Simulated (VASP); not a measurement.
Write the native input for VASP 6.6.1 that does the following.

* Task: single point
* Functional: PBE
* Potentials or basis: VASP PAW PBE potentials, release 64 (Be, Tl_d)
* Cutoff: 520 eV
* k mesh: 12 × 12 × 12
* Occupations: gaussian, width 0.1 eV
* Spin: no spin polarisation
* Dipole correction: no
* Further INCAR settings: ALGO = Fast; EDIFF = 1e-06; NBANDS = 26

The structure of Be2Tl lies in POSCAR:

```
Be2Tl
1.0
   -2.1620490030      2.1620490030      5.0846489688
    2.1620490030     -2.1620490030      5.0846489688
    2.1620490030      2.1620490030     -5.0846489688
Be Tl
4 2
Direct
    0.6754533250      0.1754533250      0.8509066501
    0.1754533250      0.3245466750      0.5000000000
    0.3245466750      0.8245466750      0.1490933499
    0.8245466750      0.6754533250      0.5000000000
    0.2500000000      0.2500000000      0.0000000000
    0.7500000000      0.7500000000      0.0000000000
```

The input as run:

INCAR

```
PREC     = Accurate       # precision mode
ENCUT    = 520            # plane-wave cutoff, eV
EDIFF    = 1E-6           # SCF threshold, eV
ISMEAR   = 0              # smearing method
SIGMA    = 0.1            # smearing width, eV
LREAL    = False          # projectors in reciprocal space
LASPH    = True           # aspherical terms in the spheres
NELM     = 80             # most SCF steps
ALGO     = Fast           # electronic algorithm
ISIF     = 2              # what is computed and relaxed
LWAVE    = False          # write WAVECAR
LCHARG   = True           # write CHGCAR
GGA      = PE             # functional
LELF     = True           # ELF
LVHAR    = True         
NBANDS   = 26             # bands
```

KPOINTS

```
regular mesh
0
Gamma
  12 12 12
```

Potentials or basis: VASP PAW PBE potentials, release 64 (Be, Tl_d).

Run with:

```console
$ cat potpaw_PBE.64/Be/POTCAR potpaw_PBE.64/Tl_d/POTCAR > POTCAR
$ mpirun -np 1 vasp_std > vasp.out
```

It gave:

The pressure is 0.0 GPa. The band gap on the k mesh is zero (bands 17 and 18 overlap by 3.32 eV).

Caveat: spin-orbit coupling is left out, which moves the levels of the heavy elements.

Wall time 6.5 min on 1 thread of Intel(R) Xeon(R) 6975P-C (Granite Rapids), on a shared host, peak memory 0.55 GiB.
